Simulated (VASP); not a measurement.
# W (Im-3m) in VASP: further runs

Runs on W. Level: PBE. Tasks: relaxation of cell and atoms.

Everything below comes from runs of VASP 6.6.1. Logs are shortened: lines on timing, memory, paths and dates and some standing lists are left out, and cuts for length are marked.

## (1) The cell of the first run

It takes space group Im-3m (No. 229, cubic). Conventional cell: a = 3.165 Å, b = 3.165 Å, c = 3.165 Å, α = 90.00°, β = 90.00°, γ = 90.00°. Within 3.6 Å of W (site symmetry m-3m) lie 14 W at 2.74 to 3.16 Å.

## (2) Relaxation of cell and atoms, PBE, target pressure 4 GPa, at which the enthalpy is minimised

Input file INCAR:

```
PREC = Accurate ; ENCUT = 600
EDIFF = 1E-6 ; ISMEAR = 1
SIGMA = 0.05 ; LREAL = F
LASPH = T ; NELM = 60
ALGO = Normal ; ISIF = 3
LWAVE = F ; LCHARG = F
GGA = PE ; IBRION = 2
NSW = 80 ; EDIFFG = -0.03
PSTRESS = 40.0
```

Input file KPOINTS:

```
regular mesh
0
Gamma
  15 15 15
```

Input file POSCAR:

```
W
1.0
   -1.5823400000      1.5823400000      1.5823400000
    1.5823400000     -1.5823400000      1.5823400000
    1.5823400000      1.5823400000     -1.5823400000
W
1
Direct
    0.0000000000      0.0000000000      0.0000000000
```

Potentials or basis: VASP PAW PBE potentials, release 64 (W_sv).

Command:

```
cat potpaw_PBE.64/W_sv/POTCAR > POTCAR
mpirun -np 1 vasp_std > vasp.out
```

OUTCAR:

```text
PREC = Accurate
   ENCUT = 600
   EDIFF = 1E-6
   ISMEAR = 1
   LREAL = F
   LASPH = T
   NELM = 60
   ISIF = 3
   GGA = PE
   IBRION = 2
   NSW = 80
   EDIFFG = -0.03
   PSTRESS = 40.0

 ion  position               nearest neighbor table
   1  0.000  0.000  0.000-

  LATTYP: Found a body centered cubic cell.
 ALAT       =     3.1646800000

  Lattice vectors:

 A1 = (  -1.5823400000,   1.5823400000,   1.5823400000)
 A2 = (   1.5823400000,  -1.5823400000,   1.5823400000)
 A3 = (   1.5823400000,   1.5823400000,  -1.5823400000)

Analysis of symmetry for initial positions (statically):
=====================================================================
 Subroutine PRICEL returns:
 Original cell was already a primitive cell.

 Routine SETGRP: Setting up the symmetry group for a
 body centered cubic supercell.

 Subroutine GETGRP returns: Found 48 space group operations
[... 9 lines left out ...]

 Routine SETGRP: Setting up the symmetry group for a
 body centered cubic supercell.

 Subroutine GETGRP returns: Found 48 space group operations
[... 11 lines left out ...]
                                     Primitive cell

  volume of cell :      15.8475

  direct lattice vectors                    reciprocal lattice vectors
    -1.582340000  1.582340000  1.582340000     0.000000000  0.315987714  0.315987714
     1.582340000 -1.582340000  1.582340000     0.315987714  0.000000000  0.315987714
     1.582340000  1.582340000 -1.582340000     0.315987714  0.315987714  0.000000000

  length of vectors
     2.740693275  2.740693275  2.740693275     0.446874111  0.446874111  0.446874111

  position of ions in fractional coordinates (direct lattice)
     0.000000000  0.000000000  0.000000000

  ion indices of the primitive-cell ions
   primitive index   ion index
                 1           1

----------------------------------------------------------------------------------------

 KPOINTS: regular mesh

Automatic generation of k-mesh.
 Grid dimensions read from file:
 generate k-points for:   15   15   15

 Generating k-lattice:

  Cartesian coordinates                     Fractional coordinates (reciprocal lattice)
     0.000000000  0.021065848  0.021065848     0.066666667  0.000000000  0.000000000
     0.021065848  0.000000000  0.021065848     0.000000000  0.066666667  0.000000000
     0.021065848  0.021065848  0.000000000     0.000000000  0.000000000  0.066666667

  Length of vectors
     0.029791607  0.029791607  0.029791607

  Shift w.r.t. Gamma in fractional coordinates (k-lattice)
     0.000000000  0.000000000  0.000000000

 Subroutine IBZKPT returns following result:
 ===========================================

 Found    120 irreducible k-points:

 Following reciprocal coordinates:
            Coordinates               Weight
  0.000000  0.000000  0.000000      1.000000
  0.066667  0.000000  0.000000     12.000000
  0.133333  0.000000  0.000000     12.000000
  0.200000  0.000000  0.000000     12.000000
  0.266667  0.000000  0.000000     12.000000
  0.333333  0.000000  0.000000     12.000000
[... 16 lines left out ...]
  0.333333  0.200000  0.000000     48.000000
  0.400000  0.200000  0.000000     24.000000
 [... further k-points ...]
   k-points           NKPTS =    120   k-points in BZ     NKDIM =    120   number of bands    NBANDS=     11
   number of dos      NEDOS =    301   number of ions     NIONS =      1
   total plane-waves  NPLWV =  13824
   dimension x,y,z NGX =    24 NGY =   24 NGZ =   24
   dimension x,y,z NGXF=    48 NGYF=   48 NGZF=   48
   ions per type =               1
   NGX,Y,Z   is equivalent  to a cutoff of  14.56, 14.56, 14.56 a.u.
   NGXF,Y,Z  is equivalent  to a cutoff of  29.12, 29.12, 29.12 a.u.
 SYSTEM =  unknown system
   PREC   = accura    normal or accurate (medium, high low for compatibility)
   ISTART =      0    job   : 0-new  1-cont  2-samecut
   ICHARG =      2    charge: 1-file 2-atom 10-const
   ISPIN  =      1    spin polarized calculation?
   LNONCOLLINEAR =      F non collinear calculations
   LSORBIT =      F    spin-orbit coupling
   LASPH  =      T    aspherical Exc in radial PAW
   ENCUT  =  600.0 eV  44.10 Ry    6.64 a.u.   5.47  5.47  5.47*2*pi/ulx,y,z
   NELM   =     60;   NELMIN=  2; NELMDL= -5     # of ELM steps
   EDIFF  = 0.1E-05   stopping-criterion for ELM
   LREAL  =      F    real-space projection
   EDIFFG = -.3E-01   stopping-criterion for IOM
   NSW    =     80    number of steps for IOM
   IBRION =      2    ionic relax: 0-MD 1-quasi-New 2-CG
   NFREE  =      1    steps in history (QN), initial steepest desc. (CG)
   ISIF   =      3    stress and relaxation
   ISYM   =      2    0-nonsym 1-usesym 2-fastsym
   POTIM  = 0.5000    time-step for ionic-motion
   TEBEG  =    0.0;   TEEND  =   0.0 temperature during run
   PSTRESS=   40.0 pullay stress
   NELECT =      14.0000    total number of electrons
   NUPDOWN=      -1.0000    fix difference up-down
   EMIN   =  10.00;   EMAX   =-10.00  energy-range for DOS
   EFERMI =   0.00;   METHOD = LEGACY
   ISMEAR =     1;   SIGMA  =   0.05  broadening in eV -4-tet -1-fermi 0-gaus
   EFERMI_NEDOS =   21; number of points for ismear=-14 and -15
   IALGO  =     38    algorithm
   IMIX   =      4    mixing-type and parameters
     AMIX     =   0.40;   BMIX     =  1.00
     AMIX_MAG =   1.60;   BMIX_MAG =  1.00
  volume/ion in A,a.u.               =      15.85       106.94
  Fermi-wavevector in a.u.,A,eV,Ry     =   1.570837  2.968451 33.572756  2.467528
  Thomas-Fermi vector in A             =   2.672510
   LORBIT       =      0    0 simple, 1 ext, 2 COOP (PROOUT), +10 PAW based schemes
   GGA     = PE    functional components
   LHFCALC =     F    Hartree Fock is set to
   AEXX    =    0.0000 exact exchange contribution
   IVDW    =     0    specifies the selected vdW correction
   LEPSILON=     F    determine dielectric tensor
   LRPA    =     F    only Hartree local field effects (RPA)
 conjugate gradient relaxation of ions
 non-spin polarized calculation
 Methfessel and Paxton  Order N= 1 SIGMA  =   0.05
  energy-cutoff  :      600.00
  volume of cell :       15.85
 maximum number of plane-waves:       546
 NGX is ok and might be reduce to    24
   NGX = 11   NGY = 11   NGZ = 11

--------------------------------------- Ionic step        1  -------------------------------------------

 number of electron      14.0000002 magnetization

 Free energy of the ion-electron system (eV)
  ---------------------------------------------------
  ext. energy  EPLUGINS =         0.00000000
  ---------------------------------------------------
  free energy    TOTEN  =       -12.94765079 eV

  energy without entropy =      -12.94760918  energy(sigma->0) =      -12.94763692

------------------------ aborting loop because EDIFF is reached ----------------------------------------

  FORCE on cell =-STRESS in cart. coord.  units (eV):
  Direction    XX          YY          ZZ          XY          YZ          ZX
  --------------------------------------------------------------------------------------
  -------------------------------------------------------------------------------------
  Total        0.6439948      0.6439948      0.6439948      0.0000000      0.0000000     -0.0000000
  in kB       65.1078760     65.1078760     65.1078760      0.0000000      0.0000000     -0.0000000
  external PRESSURE =      25.1078760 kB  Pullay stress =      40.0000000 kB

 VOLUME and BASIS-vectors are now :
 -----------------------------------------------------------------------------
  energy-cutoff  :      600.00
  volume of cell :       15.85
      direct lattice vectors                 reciprocal lattice vectors
    -1.582340000  1.582340000  1.582340000     0.000000000  0.315987714  0.315987714
     1.582340000 -1.582340000  1.582340000     0.315987714  0.000000000  0.315987714
     1.582340000  1.582340000 -1.582340000     0.315987714  0.315987714  0.000000000
[... 44 lines left out ...]
  FREE ENERGIE OF THE ION-ELECTRON SYSTEM (eV)
  ---------------------------------------------------
  free  energy   TOTEN  =       -12.9503365790 eV

  energy  without entropy=      -12.9502543228  energy(sigma->0) =      -12.95030916

  enthalpy is  TOTEN    =       -12.5402969919 eV   P V=        0.4100395871

--------------------------------------- Ionic step        3  -------------------------------------------

 number of electron      14.0000002 magnetization

 Free energy of the ion-electron system (eV)
  ---------------------------------------------------
  ext. energy  EPLUGINS =         0.00000000
  ---------------------------------------------------
  free energy    TOTEN  =       -12.95162289 eV

  energy without entropy =      -12.95156202  energy(sigma->0) =      -12.95160260

 E-fermi :  11.2760     XC(G=0): -13.6002

 val. band max:       11.2715654189   @ k =  -0.3333   0.4000   0.2667
 cond. band min:      11.4259618875   @ k =  -0.2667   0.2667   0.1333
 fundamental gap:      0.1543964686
 Fermi energy:        11.2759910712

 k-point     1 :       0.0000    0.0000    0.0000
  band No.  band energies     occupation
      1     -62.8655      2.00000
      2     -26.4372      2.00000
      3     -26.4372      2.00000
      4     -26.4372      2.00000
      5       1.7411      2.00000
      6      10.1163      2.00000
      7      10.1163      2.00000
      8      10.1163      2.00000
      9      13.5774      0.00000
     10      13.5774      0.00000
     11      25.8379      0.00000

 k-point     2 :       0.0667    0.0000    0.0000
  band No.  band energies     occupation
      1     -62.8600      2.00000
      2     -26.4959      2.00000
      3     -26.4556      2.00000
      4     -26.4375      2.00000
      5       1.9543      2.00000
      6       9.9870      2.00000
      7      10.0859      2.00000
      8      10.3220      2.00000
      9      13.3739      0.00000
     10      13.5788      0.00000
     11      26.0185      0.00000
[... 295 lines left out ...]
 k-point    24 :       0.4000    0.2000    0.0000
  band No.  band energies     occupation
      1     -62.7255      2.00000
      2     -27.5433      2.00000
      3     -27.0253      2.00000
      4     -26.5659      2.00000
      5       6.2966      2.00000
      6       8.0621      2.00000
      7       9.9559      2.00000
      8      13.3336      0.00000
      9      14.7608      0.00000
     10      19.6226      0.00000
     11      20.5870      0.00000

 [... further k-points ...]

------------------------ aborting loop because EDIFF is reached ----------------------------------------

  FORCE on cell =-STRESS in cart. coord.  units (eV):
  Direction    XX          YY          ZZ          XY          YZ          ZX
  --------------------------------------------------------------------------------------
  -------------------------------------------------------------------------------------
  Total        0.3976052      0.3976052      0.3976052      0.0000000      0.0000000     -0.0000000
  in kB       39.8915316     39.8915316     39.8915316      0.0000000      0.0000000     -0.0000000
  external PRESSURE =      -0.1084684 kB  Pullay stress =      40.0000000 kB

 VOLUME and BASIS-vectors are now :
 -----------------------------------------------------------------------------
  energy-cutoff  :      600.00
  volume of cell :       15.97
      direct lattice vectors                 reciprocal lattice vectors
    -1.586380374  1.586380374  1.586380374     0.000000000  0.315182921  0.315182921
     1.586380374 -1.586380374  1.586380374     0.315182921  0.000000000  0.315182921
     1.586380374  1.586380374 -1.586380374     0.315182921  0.315182921  0.000000000

 POSITION                                       TOTAL-FORCE (eV/Angst)
 -----------------------------------------------------------------------------------
      0.00000      0.00000     -0.00000        -0.000000     -0.000000      0.000000
 -----------------------------------------------------------------------------------
    total drift:                                0.000000      0.000000     -0.000000

  FREE ENERGIE OF THE ION-ELECTRON SYSTEM (eV)
  ---------------------------------------------------
  free  energy   TOTEN  =       -12.9516228859 eV

  energy  without entropy=      -12.9515620151  energy(sigma->0) =      -12.95160260

  enthalpy is  TOTEN    =       -12.5529365187 eV   P V=        0.3986863672

 reached required accuracy - stopping structural energy minimisation
```

Run time: 28 s. Hardware: 1 thread of Intel Xeon Platinum 8375C at 2.90GHz (Ice Lake), shared host; peak memory 0.16 GiB.

What came out:

```
Free energy                                            : -12.9516 eV
Relaxed volume                                         : 15.97 Å³/atom
Relaxed cell                                           : a = 2.748 Å, b = 2.748 Å, c = 2.748 Å, α = 109.47°, β = 109.47°, γ = 109.47°
Space group after relaxing (to 0.05 Å)                 : Im-3m (No. 229)
Energy change on relaxing (the enthalpy is what falls) : -4.0 meV/atom
Ionic steps                                            : 3
Pressure after relaxing                                : 4.0 GPa
Band gap on the k mesh                                 : zero (band 7 reaches 15.94 eV, above the bottom of band 8 at 10.12 eV)
```

Step by step:
```csv
step,energy change (eV),largest force (eV/Å),pressure (GPa),volume (Å³)
1,0.0000,0.0000,6.51,15.85
2,-0.0027,0.0000,-4.65,16.42
3,-0.0040,0.0000,3.99,15.97
```

Final structure:
```
W
1.0
    -1.58638    1.58638    1.58638
     1.58638   -1.58638    1.58638
     1.58638    1.58638   -1.58638
W
1
Cartesian
  0.0000 0.0000 0.0000
```

Levels at points of the mesh, in eV from the Fermi level:
```csv
k point,band 5,band 6,band 7,band 8,band 9,band 10
"(0.00, 0.00, 0.00)",-9.53,-1.16,-1.16,-1.16,2.30,2.30
```

Caveat: the cell is relaxed towards a set pressure, so the enthalpy falls and the energy may rise; spin-orbit coupling is left out, which moves the levels of the heavy elements. Zero-point motion and thermal expansion aren't in these numbers.

(Part 1 of 2 ends here.)
